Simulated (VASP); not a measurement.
A run of VASP 6.6.1:

Contents of INCAR:

```
SYSTEM = Ca
  PREC = Accurate
  ENCUT = 600
  EDIFF = 1E-6
  ISMEAR = 0
  SIGMA = 0.1
  LREAL = .FALSE.
  LASPH = .TRUE.
  NELM = 100
  ALGO = Fast
  ISIF = 3
  LWAVE = .FALSE.
  LCHARG = .FALSE.
  GGA = PS
  IBRION = 2
  NSW = 65
  EDIFFG = -0.01
```

The input KPOINTS:

```
regular mesh
0
G
  12 12 3
  0 0 0
```

POSCAR

```
Ca
1.0
    3.8523579287      0.0000000000      0.0000000000
   -1.9261789643      3.3362398307      0.0000000000
    0.0000000000      0.0000000000     19.0258746264
Ca
6
Direct
    0.0000000000      0.0000000000      0.0000000000
    0.3333333333      0.6666666667      0.1666666667
    0.6666666667      0.3333333333      0.3333333333
    0.0000000000      0.0000000000      0.5000000000
    0.6666666667      0.3333333333      0.6666666667
    0.3333333333      0.6666666667      0.8333333333
```

Potentials or basis: VASP PAW PBE potentials, release 64 (Ca_sv).

Command:

```console
$ cat potpaw_PBE.64/Ca_sv/POTCAR > POTCAR
$ mpirun -np 1 vasp_std > vasp.out
```

Hardware: 1 thread of Intel Xeon 8259CL, with other jobs on the host.

Estimate the wall time of this run.

Wall time 41 min on 1 thread of Intel Xeon 8259CL, on a shared host, peak memory 0.61 GiB. Counts: scf iterations 42, k points 38, ion steps 3.
